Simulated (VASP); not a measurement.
A run of VASP 6.6.1:

Contents of INCAR:

```
PREC = Accurate
ENCUT = 520
EDIFF = 1E-7
ISMEAR = 0
SIGMA = 0.03
LREAL = F
LASPH = T
NELM = 60
ALGO = Normal
ISIF = 2
LWAVE = F
LCHARG = F
GGA = PE
IVDW = 12
NBANDS = 17
```

File KPOINTS:

```
regular mesh
0
Gamma
  10 10 10
```

File POSCAR:

```
PbSe
1.0
    0.0000000000      3.1846360000      3.0621500000
    3.1846360000      0.0000000000      3.0621500000
    3.1846360000      3.1846360000      0.0000000000
Pb Se
1 1
Direct
    0.0000000000      0.0000000000      0.0000000000
    0.5000000000      0.5000000000      0.5000000000
```

Potentials or basis: VASP PAW PBE potentials, release 64 (Pb_d, Se).

The run is started by

```console
$ cat potpaw_PBE.64/Pb_d/POTCAR potpaw_PBE.64/Se/POTCAR > POTCAR
$ mpirun -np 1 vasp_std > vasp.out
```

Hardware: 1 thread of Intel Xeon 8259CL, on a shared host.

Task: How long does it take, and how much memory?

Result: It took 2.9 min on 1 thread of Intel Xeon 8259CL, on a shared host, peak memory 0.28 GiB. Counts: scf iterations 13, k points 102.
